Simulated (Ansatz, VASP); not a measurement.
# Two plane-wave programs on SrO

```xyz
2
Lattice="0.0000 2.6050 2.5008 2.6050 0.0000 2.5008 2.6050 2.6050 0.0000" Properties=species:S:1:pos:R:3 pbc="T T T"
Sr    0.0000    0.0000    0.0000
O     2.6050    2.6050    2.5008
```

Alike in both runs: task single point; functional r2SCAN; k mesh 8 × 8 × 8; occupations gaussian, width 0.05 eV; no spin polarisation.

|  | VASP | Ansatz |
| --- | --- | --- |
| version | VASP 6.6.1 | Ansatz 0.2.0 |
| potentials or method | VASP PAW PBE potentials, release 64 (Sr_sv, O), cutoff 520 eV | scalar-relativistic, plane waves, PAW |
| valence electrons in the cell | 16 | 16 |

|  | VASP | Ansatz | Ansatz less VASP |
| --- | --- | --- | --- |
| gap on the k mesh at the Fermi level (eV) | 3.53 | 3.58 | +0.055 |
| least direct gap on the mesh (eV) | 3.76 | 3.80 | +0.043 |
| pressure (GPa) | 2.1 | 1.5 | -0.57 |
| traceless stress, the component that is largest in VASP (GPa) | 4.43 | 4.21 | -0.222 |

VASP's potentials were made for PBE, not for r2SCAN. The functional is the same, so the differences come from potentials, cutoffs and numerics.
